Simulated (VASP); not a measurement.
# B3As4 (Immm) in VASP: single point with PBE

Aim: the single point of B3As4 with PBE.

All numbers are computed with VASP 6.6.1; they aren't measurements. Logs are shortened: lines on timing, memory, paths and dates and some standing lists are left out, and cuts for length are marked.

### 1 The cell of the first run

Symmetry: Immm, No. 71, orthorhombic system. Conventional cell: a = 5.461 Å, b = 5.885 Å, c = 6.388 Å, α = 90.00°, β = 90.00°, γ = 90.00°. B (site symmetry 2mm) has 1 B at 1.66 Å and 4 As at 2.24 Å within 2.3 Å. Within 3.6 Å of B (site symmetry mmm) lie 8 As at 2.56 Å and 8 B at 3.30 to 3.50 Å. Within 3.2 Å of As (site symmetry -1) lie 6 B at 2.24 to 3.09 Å and 6 As at 2.73 to 3.19 Å.

The cell was generated, and may not be a known phase.

### 2 Single point, PBE

INCAR reads:

```
SYSTEM = B3As4
PREC = Accurate
ENCUT = 500
EDIFF = 1E-6
ISMEAR = 0
SIGMA = 0.2
LREAL = .FALSE.
LASPH = .TRUE.
NELM = 120
ALGO = Normal
ISIF = 2
LWAVE = .FALSE.
LCHARG = .FALSE.
GGA = PE
NBANDS = 24
GGA_COMPAT = .FALSE.
```

KPOINTS reads:

```
Automatic mesh
0
G
  4 4 4
  0 0 0
```

POSCAR reads:

```
B3As4
1.0
   -2.9426861739      2.7302759066      3.1939111735
    2.9426861739     -2.7302759066      3.1939111735
    2.9426861739      2.7302759066     -3.1939111735
B As
3 4
Direct
    0.1517150582      0.0000000000      0.1517150582
    0.8482849418      0.0000000000      0.8482849418
    0.5000000000      0.5000000000      0.0000000000
    0.0000000000      0.0000000000      0.5000000000
    0.5000000000      0.0000000000      0.0000000000
    0.0000000000      0.5000000000      0.0000000000
    0.5000000000      0.5000000000      0.5000000000
```

Potentials or basis: VASP PAW PBE potentials, release 64 (B, As).

Run with:

```
> cat potpaw_PBE.64/B/POTCAR potpaw_PBE.64/As/POTCAR > POTCAR
> mpirun -np 1 vasp_std > vasp.out
```

OUTCAR:

```text
SYSTEM = B3As4
   PREC = Accurate
   ENCUT = 500
   EDIFF = 1E-6
   ISMEAR = 0
   LREAL = .FALSE.
   LASPH = .TRUE.
   NELM = 120
   ISIF = 2
   GGA = PE

 ion  position               nearest neighbor table
   1  0.152  0.000  0.152-   2 1.66   6 2.24   5 2.24   7 2.24   4 2.24
   2  0.848  0.000  0.848-   1 1.66   6 2.24   5 2.24   4 2.24   7 2.24
   3  0.500  0.500  0.000-
   4  0.000  0.000  0.500-   1 2.24   2 2.24   5 2.73   5 2.73
   5  0.500  0.000  0.000-   1 2.24   2 2.24   4 2.73   4 2.73
   6  0.000  0.500  0.000-   1 2.24   2 2.24   7 2.73   7 2.73
   7  0.500  0.500  0.500-   2 2.24   1 2.24   6 2.73   6 2.73

  LATTYP: Found a body centered orthorhombic cell.
 ALAT       =     5.4605518132
 B/A-ratio  =     1.0777980961
 C/A-ratio  =     1.1698126060

  Lattice vectors:

 A1 = (   2.9426861739,  -2.7302759066,  -3.1939111735)
 A2 = (  -2.9426861739,   2.7302759066,  -3.1939111735)
 A3 = (   2.9426861739,   2.7302759066,   3.1939111735)

Analysis of symmetry for initial positions (statically):
=====================================================================
 Subroutine PRICEL returns:
 Original cell was already a primitive cell.

 Routine SETGRP: Setting up the symmetry group for a
 body centered orthorhombic supercell.

 Subroutine GETGRP returns: Found  8 space group operations
 (whereof  8 operations were pure point group operations)
 out of a pool of  8 trial point group operations.

The static configuration has the point symmetry D_2h.

Analysis of symmetry for dynamics (positions and initial velocities):
=====================================================================
 Subroutine PRICEL returns:
 Original cell was already a primitive cell.

 Routine SETGRP: Setting up the symmetry group for a
 body centered orthorhombic supercell.

 Subroutine GETGRP returns: Found  8 space group operations
 (whereof  8 operations were pure point group operations)
 out of a pool of  8 trial point group operations.

The dynamic configuration has the point symmetry D_2h.

 Subroutine INISYM returns: Found  8 space group operations
 (whereof  8 operations are pure point group operations),
 and found     1 'primitive' translations

----------------------------------------------------------------------------------------

                                     Primitive cell

  volume of cell :     102.6439

  direct lattice vectors                    reciprocal lattice vectors
    -2.942686174  2.730275907  3.193911174     0.000000000  0.183131675  0.156547873
     2.942686174 -2.730275907  3.193911174     0.169912784  0.000000000  0.156547873
     2.942686174  2.730275907 -3.193911174     0.169912784  0.183131675  0.000000000

  length of vectors
     5.129802825  5.129802825  5.129802825     0.240924152  0.231035908  0.249815061

  position of ions in fractional coordinates (direct lattice)
     0.151715058  0.000000000  0.151715058
     0.848284942  0.000000000  0.848284942
     0.500000000  0.500000000  0.000000000
     0.000000000  0.000000000  0.500000000
     0.500000000  1.000000000  1.000000000
     0.000000000  0.500000000  0.000000000
     0.500000000  0.500000000  0.500000000

  ion indices of the primitive-cell ions
   primitive index   ion index
                 1           1
                 2           2
                 3           3
                 4           4
                 5           5
                 6           6
                 7           7

----------------------------------------------------------------------------------------

 KPOINTS: Automatic mesh

Automatic generation of k-mesh.
 Grid dimensions read from file:
 generate k-points for:    4    4    4

 Generating k-lattice:

  Cartesian coordinates                     Fractional coordinates (reciprocal lattice)
     0.000000000  0.045782919  0.039136968     0.250000000  0.000000000  0.000000000
     0.042478196  0.000000000  0.039136968    -0.000000000  0.250000000  0.000000000
     0.042478196  0.045782919  0.000000000    -0.000000000  0.000000000  0.250000000

  Length of vectors
     0.060231038  0.057758977  0.062453765

  Shift w.r.t. Gamma in fractional coordinates (k-lattice)
     0.000000000  0.000000000  0.000000000

 Subroutine IBZKPT returns following result:
 ===========================================

 Found     18 irreducible k-points:

 Following reciprocal coordinates:
            Coordinates               Weight
  0.000000  0.000000  0.000000      1.000000
  0.250000  0.000000 -0.000000      4.000000
  0.500000  0.000000 -0.000000      2.000000
 -0.000000  0.250000  0.000000      4.000000
  0.250000  0.250000  0.000000      8.000000
  0.500000  0.250000  0.000000      8.000000
[... 10 lines left out ...]
 -0.250000 -0.250000  0.250000      2.000000
  0.500000  0.500000  0.500000      1.000000
   k-points           NKPTS =     18   k-points in BZ     NKDIM =     18   number of bands    NBANDS=     24
   number of dos      NEDOS =    301   number of ions     NIONS =      7
   total plane-waves  NPLWV =  64000
   dimension x,y,z NGX =    40 NGY =   40 NGZ =   40
   dimension x,y,z NGXF=    80 NGYF=   80 NGZF=   80
   ions per type =               3   4
   NGX,Y,Z   is equivalent  to a cutoff of  12.96, 12.96, 12.96 a.u.
   NGXF,Y,Z  is equivalent  to a cutoff of  25.93, 25.93, 25.93 a.u.
 SYSTEM =  B3As4
   PREC   = accura    normal or accurate (medium, high low for compatibility)
   ISTART =      0    job   : 0-new  1-cont  2-samecut
   ICHARG =      2    charge: 1-file 2-atom 10-const
   ISPIN  =      1    spin polarized calculation?
   LNONCOLLINEAR =      F non collinear calculations
   LSORBIT =      F    spin-orbit coupling
   LASPH  =      T    aspherical Exc in radial PAW
   ENCUT  =  500.0 eV  36.75 Ry    6.06 a.u.   9.35  9.35  9.35*2*pi/ulx,y,z
   NELM   =    120;   NELMIN=  2; NELMDL= -5     # of ELM steps
   EDIFF  = 0.1E-05   stopping-criterion for ELM
   LREAL  =      F    real-space projection
   EDIFFG = 0.1E-04   stopping-criterion for IOM
   NSW    =      0    number of steps for IOM
   IBRION =     -1    ionic relax: 0-MD 1-quasi-New 2-CG
   NFREE  =      0    steps in history (QN), initial steepest desc. (CG)
   ISIF   =      2    stress and relaxation
   ISYM   =      2    0-nonsym 1-usesym 2-fastsym
   POTIM  = 0.5000    time-step for ionic-motion
   TEBEG  =    0.0;   TEEND  =   0.0 temperature during run
   PSTRESS=    0.0 pullay stress
   NELECT =      29.0000    total number of electrons
   NUPDOWN=      -1.0000    fix difference up-down
   EMIN   =  10.00;   EMAX   =-10.00  energy-range for DOS
   EFERMI =   0.00;   METHOD = LEGACY
   ISMEAR =     0;   SIGMA  =   0.20  broadening in eV -4-tet -1-fermi 0-gaus
   EFERMI_NEDOS =   21; number of points for ismear=-14 and -15
   IALGO  =     38    algorithm
   IMIX   =      4    mixing-type and parameters
     AMIX     =   0.40;   BMIX     =  1.00
     AMIX_MAG =   1.60;   BMIX_MAG =  1.00
  volume/ion in A,a.u.               =      14.66        98.95
  Fermi-wavevector in a.u.,A,eV,Ry     =   1.074228  2.029996 15.700652  1.153965
  Thomas-Fermi vector in A             =   2.210050
   LORBIT       =      0    0 simple, 1 ext, 2 COOP (PROOUT), +10 PAW based schemes
   GGA     = PE    functional components
   LHFCALC =     F    Hartree Fock is set to
   AEXX    =    0.0000 exact exchange contribution
   IVDW    =     0    specifies the selected vdW correction
   LEPSILON=     F    determine dielectric tensor
   LRPA    =     F    only Hartree local field effects (RPA)
 non-spin polarized calculation
 Gauss-broadening in eV      SIGMA  =   0.20
  energy-cutoff  :      500.00
  volume of cell :      102.64
 maximum number of plane-waves:      2629
 NGX is ok and might be reduce to    40
   NGX = 19   NGY = 19   NGZ = 19

 number of electron      29.0000000 magnetization

 Free energy of the ion-electron system (eV)
  ---------------------------------------------------
  ext. energy  EPLUGINS =         0.00000000
  ---------------------------------------------------
  free energy    TOTEN  =       -32.76687989 eV

  energy without entropy =      -32.72957083  energy(sigma->0) =      -32.74822536

 E-fermi :   6.0109     XC(G=0): -10.6965

 val. band max:        5.9485014449   @ k =   0.2500   0.5000   0.0000
 cond. band min:       6.0180692998   @ k =   0.5000   0.5000   0.0000
 fundamental gap:      0.0695678549
 Fermi energy:         6.0109375118

 k-point     1 :       0.0000    0.0000    0.0000
  band No.  band energies     occupation
      1      -9.2813      2.00000
      2      -4.5496      2.00000
      3      -4.0183      2.00000
      4      -3.1605      2.00000
      5      -1.6415      2.00000
      6      -1.2947      2.00000
[... 16 lines left out ...]
     23      12.4129      0.00000
     24      12.7112      0.00000

 k-point     2 :       0.2500    0.0000   -0.0000
  band No.  band energies     occupation
      1      -8.8216      2.00000
      2      -5.4541      2.00000
      3      -4.7179      2.00000
      4      -3.8993      2.00000
      5      -2.1548      2.00000
      6      -1.5145      2.00000
[... 16 lines left out ...]
     23      12.1482      0.00000
     24      12.2353      0.00000

 k-point     3 :       0.5000    0.0000   -0.0000
  band No.  band energies     occupation
      1      -7.5875      2.00000
      2      -7.3617      2.00000
      3      -4.6761      2.00000
      4      -4.5884      2.00000
      5      -2.2240      2.00000
      6      -1.6619      2.00000
[... 16 lines left out ...]
     23      12.2992      0.00000
     24      12.6508      0.00000
[... 352 lines left out ...]
 k-point    17 :      -0.2500   -0.2500    0.2500
  band No.  band energies     occupation
      1      -8.5597      2.00000
      2      -5.7543      2.00000
      3      -5.2589      2.00000
      4      -3.7345      2.00000
      5      -2.4379      2.00000
      6      -0.8263      2.00000
[... 16 lines left out ...]
     23      12.2940      0.00000
     24      12.3139      0.00000

 k-point    18 :       0.5000    0.5000    0.5000
  band No.  band energies     occupation
      1      -7.2869      2.00000
      2      -6.4817      2.00000
      3      -5.9730      2.00000
      4      -4.9633      2.00000
      5      -3.0444      2.00000
      6      -1.2206      2.00000
[... 16 lines left out ...]
     23      11.1230      0.00000
     24      11.8621      0.00000

------------------------ aborting loop because EDIFF is reached ----------------------------------------

  FORCE on cell =-STRESS in cart. coord.  units (eV):
  Direction    XX          YY          ZZ          XY          YZ          ZX
  --------------------------------------------------------------------------------------
  -------------------------------------------------------------------------------------
  Total        0.3380044      0.0549749      0.3242646     -0.0000000      0.0000000      0.0000000
  in kB        5.2759376      0.8581077      5.0614710     -0.0000000      0.0000000      0.0000000
  external PRESSURE =       3.7318388 kB  Pullay stress =       0.0000000 kB

 VOLUME and BASIS-vectors are now :
 -----------------------------------------------------------------------------
  energy-cutoff  :      500.00
  volume of cell :      102.64
      direct lattice vectors                 reciprocal lattice vectors
    -2.942686174  2.730275907  3.193911174     0.000000000  0.183131675  0.156547873
     2.942686174 -2.730275907  3.193911174     0.169912784  0.000000000  0.156547873
     2.942686174  2.730275907 -3.193911174     0.169912784  0.183131675  0.000000000

 POSITION                                       TOTAL-FORCE (eV/Angst)
 -----------------------------------------------------------------------------------
      0.00000      0.82845      0.00000         0.000000     -0.010128     -0.000000
      0.00000      4.63210      0.00000        -0.000000      0.010128     -0.000000
      0.00000      0.00000      3.19391         0.000000     -0.000000     -0.000000
      1.47134      1.36514     -1.59696         0.000000     -0.000000      0.000000
     -1.47134      1.36514      1.59696         0.000000     -0.000000     -0.000000
      1.47134     -1.36514      1.59696         0.000000     -0.000000     -0.000000
      1.47134      1.36514      1.59696        -0.000000     -0.000000      0.000000
 -----------------------------------------------------------------------------------
    total drift:                               -0.000000     -0.000000      0.000000

  FREE ENERGIE OF THE ION-ELECTRON SYSTEM (eV)
  ---------------------------------------------------
  free  energy   TOTEN  =       -32.7668798877 eV

  energy  without entropy=      -32.7295708329  energy(sigma->0) =      -32.74822536
```

It took 38 s on 1 thread of Intel Xeon Platinum 8375C at 2.90GHz (Ice Lake), shared host; peak memory 0.25 GiB.

Results:

```yaml
Free_energy: -32.7669 eV
Pressure: 0.4 GPa
Largest_force: 0.010 eV/Å
Band_gap_on_the_k_mesh: zero (an odd number of electrons rules out a gap without spin polarisation)
```

Forces in eV/Å, atoms in the order of the input:
```
B    0.000 -0.010  0.000
B    0.000  0.010  0.000
B    0.000  0.000  0.000
As   0.000  0.000  0.000
As   0.000  0.000  0.000
As   0.000  0.000  0.000
As   0.000  0.000  0.000
```

Levels at points of the mesh, in eV from the Fermi level:
```
           k point  band 11  band 12  band 13  band 14  band 15  band 16  band 17  band 18
(0.00, 0.00, 0.00)    -4.77    -3.92    -2.31    -0.77     0.24     3.29     3.40     3.64
(0.50, 0.00, 0.00)    -2.27    -2.16    -1.19    -0.93    -0.40     0.19     0.73     2.33
(0.00, 0.50, 0.00)    -3.13    -2.95    -1.75    -1.28    -0.14    -0.13     0.97     2.31
(0.50, 0.50, 0.00)    -2.29    -1.30    -1.27    -1.15    -0.60     0.01     0.37     1.09
(0.50, 0.50, 0.50)    -1.74    -1.40    -0.45     0.36     0.82     1.23     1.40     2.60
```

Caveat: the k points lie up to 0.38 Å⁻¹ apart, too coarse for converged energies and pressures of a metal.

The gap in the log of VASP goes by the Fermi energy; the results here count the filled bands.